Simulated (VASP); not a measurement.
**Cr: relaxation of cell and atoms with PBE**

The system is Cr.

```
Cr
1.0
     0.00000    1.81349    1.81349
     1.81349    0.00000    1.81349
     1.81349    1.81349    0.00000
Cr
1
Direct
  0.00000 0.00000 0.00000
```

```
Program                : VASP 6.6.1
Task                   : relaxation of cell and atoms
Functional             : PBE
Potentials or basis    : VASP PAW PBE potentials, release 64 (Cr_pv)
Cutoff                 : 600 eV
k mesh                 : 26 × 26 × 26
Occupations            : gaussian, width 0.1 eV
Spin                   : no spin polarisation
Dipole correction      : no
Further INCAR settings : ALGO = Normal; EDIFF = 1e-06; IBRION = 2; EDIFFG = -0.01; NSW = 100; ISIF = 3
```

```
Relaxed volume                         : 11.85 Å³/atom
Relaxed cell                           : a = 2.559 Å, b = 2.559 Å, c = 2.559 Å, α = 60.00°, β = 60.00°, γ = 60.00°
Space group after relaxing (to 0.05 Å) : Fm-3m (No. 225)
Energy gained by relaxing              : 0.3 meV/atom
Ionic steps                            : 3
Pressure after relaxing                : 0.1 GPa
Band gap on the k mesh                 : zero (band 6 reaches 12.87 eV, above the bottom of band 7 at 9.93 eV)
```

Step by step:
| step | energy change (eV) | largest force (eV/Å) | pressure (GPa) | volume (Å³) |
| --- | --- | --- | --- | --- |
| 1 | 0.0000 | 0.0000 | -1.45 | 11.93 |
| 2 | 0.0005 | 0.0000 | 2.31 | 11.74 |
| 3 | -0.0003 | 0.0000 | 0.08 | 11.85 |

Final structure:
```
CELL_PARAMETERS angstrom
0.00000 1.80977 1.80977
1.80977 0.00000 1.80977
1.80977 1.80977 0.00000
ATOMIC_POSITIONS crystal
Cr 0.00000 0.00000 0.00000
```

Levels at points of the mesh, in eV from the Fermi level:
| k point | band 3 | band 4 | band 5 | band 6 | band 7 | band 8 | band 9 | band 10 |
| --- | --- | --- | --- | --- | --- | --- | --- | --- |
| (0.00, 0.00, 0.00) | -42.36 | -7.50 | -0.42 | -0.42 | -0.42 | 1.34 | 1.34 | 7.53 |
| (0.50, 0.00, 0.00) | -42.47 | -3.90 | -0.54 | -0.54 | 0.84 | 2.54 | 2.54 | 7.52 |
| (0.50, 0.50, 0.00) | -42.66 | -4.11 | -3.27 | 2.51 | 2.85 | 2.85 | 3.72 | 7.53 |

It took 82 s on 1 thread of Intel(R) Xeon(R) Platinum 8488C (Sapphire Rapids), with other jobs on the host, peak memory 0.2 GiB.

Caveat: the run has no spin polarisation, though such a crystal can be magnetic. Spin polarisation is off, so any magnetic state and its effect on volume and gap are missing.
